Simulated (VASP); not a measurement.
# Nb3H in VASP: a series of runs

Runs on Nb3H. Level: LDA. Tasks: single point.

Everything below comes from runs of VASP 6.6.1. Logs are shortened: lines on timing, memory, paths and dates and some standing lists are left out, and cuts for length are marked.

### 1 The cell of the first run

The cell holds a slab with vacuum, 4 atoms: a = 2.927 Å, b = 2.927 Å, c = 21.196 Å, α = 90.00°, β = 90.00°, γ = 90.00°.

### 2 Single point, LDA, collinear spin, ferromagnetic start

Input file INCAR:

```
PREC = Accurate
ENCUT = 520
EDIFF = 1E-6
ISMEAR = 0
SIGMA = 0.1
LREAL = False
LASPH = True
NELM = 150
ALGO = Normal
ISIF = 2
LWAVE = False
LCHARG = False
ISPIN = 2
MAGMOM = 0 0 0 1
LORBIT = 11
LMAXMIX = 4
LDIPOL = True
IDIPOL = 3
DIPOL = 0.5 0.5 0.348
NBANDS = 32
```

Input file KPOINTS:

```
Automatic mesh
0
Gamma
  9 9 1
```

Input file POSCAR:

```
Nb3H
1.0
    2.9270177637      0.0000000000      0.0000000000
    0.0000000000      2.9270177637      0.0000000000
    0.0000000000      0.0000000000     21.1957939222
Nb H
3 1
Direct
    0.5000000000      0.5000000000      0.1887166867
    0.0000000000      0.0000000000      0.2876907936
    0.5000000000      0.5000000000      0.3866707684
    0.5000000000      1.0000000000      0.5286800751
```

Potentials or basis: VASP PAW LDA potentials, release 64 (Nb_sv, H).

On the command line:

```sh
> cat potpaw_LDA.64/Nb_sv/POTCAR potpaw_LDA.64/H/POTCAR > POTCAR
> mpirun -np 1 vasp_std > vasp.out
```

OUTCAR:

```text
PREC = Accurate
   ENCUT = 520
   EDIFF = 1E-6
   ISMEAR = 0
   LREAL = False
   LASPH = True
   NELM = 150
   ISIF = 2
   ISPIN = 2
   LORBIT = 11

 ion  position               nearest neighbor table
   1  0.500  0.500  0.189-   2 2.95   2 2.95   2 2.95   2 2.95
   2  0.000  0.000  0.288-   1 2.95   1 2.95   1 2.95   1 2.95   3 2.95   3 2.95   3 2.95   3 2.95

   3  0.500  0.500  0.387-   2 2.95   2 2.95   2 2.95   2 2.95
   4  0.500  0.000  0.529-

  LATTYP: Found a simple tetragonal cell.
 ALAT       =     2.9270177637
 C/A-ratio  =     7.2414298899

  Lattice vectors:

 A1 = (   2.9270177637,   0.0000000000,   0.0000000000)
 A2 = (   0.0000000000,   2.9270177637,   0.0000000000)
 A3 = (   0.0000000000,   0.0000000000,  21.1957939222)

Analysis of symmetry for initial positions (statically):
=====================================================================
 Subroutine PRICEL returns:
 Original cell was already a primitive cell.

 Routine SETGRP: Setting up the symmetry group for a
 simple tetragonal supercell.

 Subroutine GETGRP returns: Found  4 space group operations
 (whereof  4 operations were pure point group operations)
 out of a pool of 16 trial point group operations.

The static configuration has the point symmetry C_2v.

Analysis of symmetry for dynamics (positions and initial velocities):
=====================================================================
 Subroutine PRICEL returns:
 Original cell was already a primitive cell.

 Routine SETGRP: Setting up the symmetry group for a
 simple tetragonal supercell.

 Subroutine GETGRP returns: Found  4 space group operations
 (whereof  4 operations were pure point group operations)
 out of a pool of 16 trial point group operations.

The dynamic configuration has the point symmetry C_2v.

Analysis of structural, dynamic, and magnetic symmetry:
=====================================================================
 Subroutine PRICEL returns:
 Original cell was already a primitive cell.

 Routine SETGRP: Setting up the symmetry group for a
 simple tetragonal supercell.

 Subroutine GETGRP returns: Found  4 space group operations
 (whereof  4 operations were pure point group operations)
 out of a pool of 16 trial point group operations.

The overall configuration has the point symmetry C_2v.

 Subroutine INISYM returns: Found  4 space group operations
 (whereof  4 operations are pure point group operations),
 and found     1 'primitive' translations

----------------------------------------------------------------------------------------

                                     Primitive cell

  volume of cell :     181.5935

  direct lattice vectors                    reciprocal lattice vectors
     2.927017764  0.000000000  0.000000000     0.341644664  0.000000000  0.000000000
     0.000000000  2.927017764  0.000000000     0.000000000  0.341644664  0.000000000
     0.000000000  0.000000000 21.195793922     0.000000000  0.000000000  0.047179172

  length of vectors
     2.927017764  2.927017764 21.195793922     0.341644664  0.341644664  0.047179172

  position of ions in fractional coordinates (direct lattice)
     0.500000000  0.500000000  0.188716687
     0.000000000  0.000000000  0.287690794
     0.500000000  0.500000000  0.386670768
     0.500000000  0.000000000  0.528680075

  ion indices of the primitive-cell ions
   primitive index   ion index
                 1           1
                 2           2
                 3           3
                 4           4

----------------------------------------------------------------------------------------

 KPOINTS: Automatic mesh

Automatic generation of k-mesh.
 Grid dimensions read from file:
 generate k-points for:    9    9    1

 Generating k-lattice:

  Cartesian coordinates                     Fractional coordinates (reciprocal lattice)
     0.037960518  0.000000000  0.000000000     0.111111111  0.000000000  0.000000000
     0.000000000  0.037960518  0.000000000     0.000000000  0.111111111  0.000000000
     0.000000000  0.000000000  0.047179172     0.000000000  0.000000000  1.000000000

  Length of vectors
     0.037960518  0.037960518  0.047179172

  Shift w.r.t. Gamma in fractional coordinates (k-lattice)
     0.000000000  0.000000000  0.000000000

 Subroutine IBZKPT returns following result:
 ===========================================

 Found     25 irreducible k-points:

 Following reciprocal coordinates:
            Coordinates               Weight
  0.000000  0.000000  0.000000      1.000000
  0.111111  0.000000  0.000000      2.000000
  0.000000  0.111111  0.000000      2.000000
  0.222222  0.000000  0.000000      2.000000
  0.000000  0.222222  0.000000      2.000000
  0.333333  0.000000  0.000000      2.000000
[... 16 lines left out ...]
  0.444444  0.333333  0.000000      4.000000
 -0.333333  0.444444  0.000000      4.000000
   k-points           NKPTS =     25   k-points in BZ     NKDIM =     25   number of bands    NBANDS=     32
   number of dos      NEDOS =    301   number of ions     NIONS =      4
   total plane-waves  NPLWV =  92160
   dimension x,y,z NGX =    24 NGY =   24 NGZ =  160
   dimension x,y,z NGXF=    48 NGYF=   48 NGZF=  320
   ions per type =               3   1
   NGX,Y,Z   is equivalent  to a cutoff of  13.63, 13.63, 12.55 a.u.
   NGXF,Y,Z  is equivalent  to a cutoff of  27.26, 27.26, 25.10 a.u.
 SYSTEM =  unknown system
   PREC   = accura    normal or accurate (medium, high low for compatibility)
   ISTART =      0    job   : 0-new  1-cont  2-samecut
   ICHARG =      2    charge: 1-file 2-atom 10-const
   ISPIN  =      2    spin polarized calculation?
   LNONCOLLINEAR =      F non collinear calculations
   LSORBIT =      F    spin-orbit coupling
   LASPH  =      T    aspherical Exc in radial PAW
   ENCUT  =  520.0 eV  38.22 Ry    6.18 a.u.   5.44  5.44 39.41*2*pi/ulx,y,z
   NELM   =    150;   NELMIN=  2; NELMDL= -5     # of ELM steps
   EDIFF  = 0.1E-05   stopping-criterion for ELM
   LREAL  =      F    real-space projection
   EDIFFG = 0.1E-04   stopping-criterion for IOM
   NSW    =      0    number of steps for IOM
   IBRION =     -1    ionic relax: 0-MD 1-quasi-New 2-CG
   NFREE  =      0    steps in history (QN), initial steepest desc. (CG)
   ISIF   =      2    stress and relaxation
   ISYM   =      2    0-nonsym 1-usesym 2-fastsym
   POTIM  = 0.5000    time-step for ionic-motion
   TEBEG  =    0.0;   TEEND  =   0.0 temperature during run
   PSTRESS=    0.0 pullay stress
   NELECT =      40.0000    total number of electrons
   NUPDOWN=      -1.0000    fix difference up-down
   EMIN   =  10.00;   EMAX   =-10.00  energy-range for DOS
   EFERMI =   0.00;   METHOD = LEGACY
   ISMEAR =     0;   SIGMA  =   0.10  broadening in eV -4-tet -1-fermi 0-gaus
   EFERMI_NEDOS =   21; number of points for ismear=-14 and -15
   IALGO  =     38    algorithm
   IMIX   =      4    mixing-type and parameters
     AMIX     =   0.40;   BMIX     =  1.00
     AMIX_MAG =   1.60;   BMIX_MAG =  1.00
  volume/ion in A,a.u.               =      45.40       306.36
  Fermi-wavevector in a.u.,A,eV,Ry     =   0.988693  1.868358 13.299877  0.977513
  Thomas-Fermi vector in A             =   2.120238
   LORBIT       =     11    0 simple, 1 ext, 2 COOP (PROOUT), +10 PAW based schemes
   GGA     = CA    functional components
   LHFCALC =     F    Hartree Fock is set to
   AEXX    =    0.0000 exact exchange contribution
   IVDW    =     0    specifies the selected vdW correction
   LEPSILON=     F    determine dielectric tensor
   LRPA    =     F    only Hartree local field effects (RPA)
 spin polarized calculation
 Gauss-broadening in eV      SIGMA  =   0.10
  energy-cutoff  :      520.00
  volume of cell :      181.59
 maximum number of plane-waves:      4927
 NGX is ok and might be reduce to    24
   NGX = 11   NGY = 11   NGZ = 79

 dipolmoment           0.000000      0.000000     -0.001905 electrons x Angstroem

 number of electron      39.9999998 magnetization       0.3080160

 dipolmoment           0.000000      0.000000      0.071434 electrons x Angstroem

 Free energy of the ion-electron system (eV)
  ---------------------------------------------------
  ext. energy  EPLUGINS =         0.00000000
  ---------------------------------------------------
  free energy    TOTEN  =       -31.58400152 eV

  energy without entropy =      -31.56248367  energy(sigma->0) =      -31.57324260

 E-fermi :  -0.0895     XC(G=0):  -5.3566

 val. band max:       -0.0922115154   @ k =   0.3333   0.0000   0.0000
 cond. band min:      -0.0813619841   @ k =   0.4444   0.1111   0.0000
 fundamental gap:      0.0108495313
 Fermi energy:        -0.0894527692

 spin component 1

 k-point     1 :       0.0000    0.0000    0.0000
  band No.  band energies     occupation
      1     -54.8375      1.00000
      2     -54.7056      1.00000
      3     -54.5045      1.00000
      4     -31.3756      1.00000
      5     -31.0354      1.00000
      6     -30.6556      1.00000
[... 829 lines left out ...]
     31       7.2645      0.00000
     32       7.4572      0.00000

 [... further k-points ...]

 spin component 2

 k-point     1 :       0.0000    0.0000    0.0000
  band No.  band energies     occupation
      1     -54.8632      1.00000
      2     -54.7258      1.00000
      3     -54.5177      1.00000
      4     -31.3977      1.00000
      5     -31.0619      1.00000
      6     -30.6811      1.00000
[... 829 lines left out ...]
     31       7.2564      0.00000
     32       7.5539      0.00000

 [... further k-points ...]

------------------------ aborting loop because EDIFF is reached ----------------------------------------

 vacuum level on the upper side and lower side of the slab       (xc-potential included)         0.727        -0.744

  FORCE on cell =-STRESS in cart. coord.  units (eV):
  Direction    XX          YY          ZZ          XY          YZ          ZX
  --------------------------------------------------------------------------------------
  -------------------------------------------------------------------------------------
  Total       -7.9429430     -7.9734017     -3.0576616      0.0000000      0.0000000      0.0000000
  in kB      -70.0796016    -70.3483344    -26.9773696      0.0000000      0.0000000      0.0000000
  external PRESSURE =     -55.8017685 kB  Pullay stress =       0.0000000 kB

 VOLUME and BASIS-vectors are now :
 -----------------------------------------------------------------------------
  energy-cutoff  :      520.00
  volume of cell :      181.59
      direct lattice vectors                 reciprocal lattice vectors
     2.927017764  0.000000000  0.000000000     0.341644664  0.000000000  0.000000000
     0.000000000  2.927017764  0.000000000     0.000000000  0.341644664  0.000000000
     0.000000000  0.000000000 21.195793922     0.000000000  0.000000000  0.047179172

 POSITION                                       TOTAL-FORCE (eV/Angst)
 -----------------------------------------------------------------------------------
      1.46351      1.46351      4.00000         0.000000      0.000000      0.188081
      0.00000      0.00000      6.09783         0.000000      0.000000     -0.356558
      1.46351      1.46351      8.19579         0.000000      0.000000      1.158449
      1.46351      0.00000     11.20579         0.000000      0.000000     -0.989971
 -----------------------------------------------------------------------------------
    total drift:                                0.000000      0.000000     -0.000208

  FREE ENERGIE OF THE ION-ELECTRON SYSTEM (eV)
  ---------------------------------------------------
  free  energy   TOTEN  =       -31.5840015226 eV

  energy  without entropy=      -31.5624836712  energy(sigma->0) =      -31.57324260

 vacuum level on the upper side and lower side of the slab         6.007         4.343

 total charge

# of ion       s       p       d       tot
------------------------------------------
    1        2.220   5.950   2.493  10.663
    2        2.231   6.024   2.418  10.673
    3        2.214   5.952   2.467  10.633
    4        0.343   0.001   0.000   0.343
--------------------------------------------------
tot          7.006  17.927   7.378  32.312

 magnetization (x)

# of ion       s       p       d       tot
------------------------------------------
    1       -0.001  -0.002  -0.031  -0.035
    2       -0.001  -0.001  -0.017  -0.018
    3       -0.001  -0.004  -0.039  -0.044
    4        0.194   0.000   0.000   0.194
--------------------------------------------------
tot          0.191  -0.007  -0.087   0.097
```

It took 5.6 min on 1 thread of AMD EPYC 9R45 (Zen 5), shared host; peak memory 0.35 GiB.

Results:

```
Free energy                                           : -31.5840 eV
Largest force                                         : 1.158 eV/Å
Net moment                                            : 0.31 μB per cell
Site moments                                          : Nb -0.04, -0.02; H +0.19 μB
Valence electrons inside the program's atomic spheres : Nb 10.66, 10.67, 10.63; H 0.34
```

Forces on the atoms (eV/Å):
```
Nb   0.000  0.000  0.188
Nb   0.000  0.000 -0.357
Nb   0.000  0.000  1.158
H    0.000  0.000 -0.990
```

Levels at points of the mesh, in eV from the Fermi level:
Spin up:
```
           k point  band 16  band 17  band 18  band 19  band 20  band 21  band 22  band 23  band 24  band 25
(0.00, 0.00, 0.00)    -3.18    -2.78    -2.09    -0.79    -0.32     0.57     0.57     0.96     1.73     2.10
```
Spin down:
```
           k point  band 16  band 17  band 18  band 19  band 20  band 21  band 22  band 23  band 24  band 25
(0.00, 0.00, 0.00)    -3.22    -2.13    -1.78    -0.83    -0.35     0.55     0.55     1.19     1.71     2.07
```

### 3 Single point, LDA, collinear spin, ferromagnetic start

Input file INCAR:

```
  PREC = Accurate
  ENCUT = 520
  EDIFF = 1E-6
  ISMEAR = 0
  SIGMA = 0.1
  LREAL = False
  LASPH = True
  NELM = 150
  ALGO = Normal
  ISIF = 2
  LWAVE = False
  LCHARG = False
  ISPIN = 2
  MAGMOM = 0 0 0 1
  LORBIT = 11
  LMAXMIX = 4
  LDIPOL = True
  IDIPOL = 3
  DIPOL = 0.5 0.5 0.342
  NBANDS = 32
```

Input file KPOINTS:

```
regular mesh
0
Gamma
  9 9 1
```

Edit POSCAR of step 2 so:

```diff
@@ -11,2 +11,2 @@
     0.5000000000      0.5000000000      0.3866707684
-    0.5000000000      1.0000000000      0.5286800751
+    0.5000000000      1.0000000000      0.5050904892
```

Potentials or basis: VASP PAW LDA potentials, release 64 (Nb_sv, H).

On the command line:

```sh
> cat potpaw_LDA.64/Nb_sv/POTCAR potpaw_LDA.64/H/POTCAR > POTCAR
> mpirun -np 1 vasp_std > vasp.out
```

OUTCAR:

```text
PREC = Accurate
   ENCUT = 520
   EDIFF = 1E-6
   ISMEAR = 0
   LREAL = False
   LASPH = True
   NELM = 150
   ISIF = 2
   ISPIN = 2
   LORBIT = 11

 ion  position               nearest neighbor table
   1  0.500  0.500  0.189-   2 2.95   2 2.95   2 2.95   2 2.95
   2  0.000  0.000  0.288-   1 2.95   1 2.95   1 2.95   1 2.95   3 2.95   3 2.95   3 2.95   3 2.95

   3  0.500  0.500  0.387-   2 2.95   2 2.95   2 2.95   2 2.95
   4  0.500  0.000  0.505-

  LATTYP: Found a simple tetragonal cell.
 ALAT       =     2.9270177637
 C/A-ratio  =     7.2414298899

  Lattice vectors:

 A1 = (   2.9270177637,   0.0000000000,   0.0000000000)
 A2 = (   0.0000000000,   2.9270177637,   0.0000000000)
 A3 = (   0.0000000000,   0.0000000000,  21.1957939222)

Analysis of symmetry for initial positions (statically):
[... 1893 lines left out ...]

  FORCE on cell =-STRESS in cart. coord.  units (eV):
  Direction    XX          YY          ZZ          XY          YZ          ZX
  --------------------------------------------------------------------------------------
  -------------------------------------------------------------------------------------
  Total       -7.4843907     -8.3243904     -4.2455401      0.0000000      0.0000000      0.0000000
  in kB      -66.0338512    -73.4450645    -37.4578741      0.0000000      0.0000000      0.0000000
  external PRESSURE =     -58.9789299 kB  Pullay stress =       0.0000000 kB

 VOLUME and BASIS-vectors are now :
 -----------------------------------------------------------------------------
  energy-cutoff  :      520.00
  volume of cell :      181.59
      direct lattice vectors                 reciprocal lattice vectors
     2.927017764  0.000000000  0.000000000     0.341644664  0.000000000  0.000000000
     0.000000000  2.927017764  0.000000000     0.000000000  0.341644664  0.000000000
     0.000000000  0.000000000 21.195793922     0.000000000  0.000000000  0.047179172

 POSITION                                       TOTAL-FORCE (eV/Angst)
 -----------------------------------------------------------------------------------
      1.46351      1.46351      4.00000         0.000000      0.000000      0.234069
      0.00000      0.00000      6.09783         0.000000      0.000000     -0.552837
      1.46351      1.46351      8.19579         0.000000      0.000000      2.065875
      1.46351      0.00000     10.70579         0.000000      0.000000     -1.747107
 -----------------------------------------------------------------------------------
    total drift:                                0.000000      0.000000     -0.000034

  FREE ENERGIE OF THE ION-ELECTRON SYSTEM (eV)
  ---------------------------------------------------
  free  energy   TOTEN  =       -32.3030005239 eV

  energy  without entropy=      -32.2833812092  energy(sigma->0) =      -32.29319087

 vacuum level on the upper side and lower side of the slab         6.018         4.277

 total charge

# of ion       s       p       d       tot
------------------------------------------
    1        2.221   5.950   2.492  10.663
    2        2.231   6.025   2.420  10.676
    3        2.211   5.961   2.427  10.599
    4        0.352   0.001   0.000   0.353
--------------------------------------------------
tot          7.015  17.936   7.339  32.291

 magnetization (x)

# of ion       s       p       d       tot
------------------------------------------
    1       -0.000   0.000   0.000   0.000
    2        0.000   0.000   0.000   0.000
    3        0.000   0.000   0.000   0.000
    4       -0.000   0.000   0.000  -0.000
--------------------------------------------------
tot         -0.000   0.000   0.000   0.000
```

stdout:

```text
POSCAR found type information on POSCAR NbH
 POSCAR found :  2 types and       4 ions
 scaLAPACK will be used
 LDA part: xc-table for (Slater(with rela. corr.)+CA(PZ))
 , standard interpolation
 POSCAR, INCAR and KPOINTS ok, starting setup
 FFT: planning ... GRIDC
 FFT: planning ... GRID_SOFT
 FFT: planning ... GRID
 WAVECAR not read
 entering main loop
```

Wall time 6.5 min (1 thread of AMD EPYC 9R45 (Zen 5), shared host); peak memory 0.35 GiB.

Results:

* Free energy: -32.3030 eV
* Largest force: 2.066 eV/Å
* Band gap on the k mesh: zero (filled and empty bands overlap)
* Net moment: 0.00 μB per cell
* Valence electrons inside the program's atomic spheres: Nb 10.66, 10.68, 10.60; H 0.35

Forces on the atoms (eV/Å):
```
Nb   0.000  0.000  0.234
Nb   0.000  0.000 -0.553
Nb   0.000  0.000  2.066
H    0.000  0.000 -1.747
```
